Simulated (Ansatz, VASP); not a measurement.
## SnSe in VASP and in Ansatz

The input INCAR:

```
SYSTEM = SnSe
PREC = Accurate
ENCUT = 520
EDIFF = 1E-8
ISMEAR = -1
SIGMA = 0.05
LREAL = .FALSE.
LASPH = .TRUE.
NELM = 60
ALGO = Normal
ISIF = 2
LWAVE = .FALSE.
LCHARG = .FALSE.
GGA = PS
LEFG = .TRUE.
NBANDS = 17
```

File KPOINTS:

```
Automatic mesh
0
G
  10 10 10
  0 0 0
```

POSCAR

```
SnSe
1.0
    0.0000000000      2.8516882363      2.8516882363
    2.8516882363      0.0000000000      2.8516882363
    2.8516882363      2.8516882363      0.0000000000
Sn Se
1 1
Direct
    0.0000000000      0.0000000000      0.0000000000
    0.5000000000      0.5000000000      0.5000000000
```

Input for Ansatz:

```yaml
crystal:
  lattice:
    - [0.0, 2.8516882363, 2.8516882363]
    - [2.8516882363, 0.0, 2.8516882363]
    - [2.8516882363, 2.8516882363, 0.0]
  atoms:
    - { symbol: Sn, position: [0.0, 0.0, 0.0] }
    - { symbol: Se, position: [0.5, 0.5, 0.5] }
kpoints:
  mp_grid: { grid: [10, 10, 10] }
  band_path:
    path:
      - [0.0, 0.0, 0.0]
      - [0.5, 0.0, 0.5]
      - [0.625, 0.25, 0.625]
      - [0.375, 0.375, 0.75]
      - [0.0, 0.0, 0.0]
      - [0.5, 0.5, 0.5]
      - [0.5, 0.25, 0.75]
      - [0.5, 0.0, 0.5]
    npoints: 6
scf:
  occupations: { method: fermi_dirac, width: 0.05 }
hamiltonian:
  xc: pbesol
  pseudopotentials: { kind: paw }
output:
  forces: true
  stress: true
  eigenvalues: true
  efg: { contact_densities: true }
  populations: true
```

Change from the starting cell: volume scaled by 0.85, PAW files.

Alike in both runs: task electric field gradients; functional PBEsol; k mesh 10 × 10 × 10; occupations fermi-dirac, width 0.05 eV; no spin polarisation.

|  | VASP | Ansatz |
| --- | --- | --- |
| version | VASP 6.6.1 | Ansatz 0.2.0 |
| potentials or method | VASP PAW PBE potentials, release 64 (Sn_d, Se) | PAW with Ansatz's default frozen-core files, scalar-relativistic |
| plane-wave cutoff (eV) | 520 | 420 |
| valence electrons in the cell | 20 | 30 |

|  | VASP | Ansatz | Ansatz less VASP |
| --- | --- | --- | --- |
| pressure (GPa) | 9.3 | 9.2 | -0.07 |

VASP's potentials were made for PBE, not for PBEsol. VASP's potentials hold 20 valence electrons a cell and Ansatz's 30, so a difference there can come from the potentials and not from the codes.
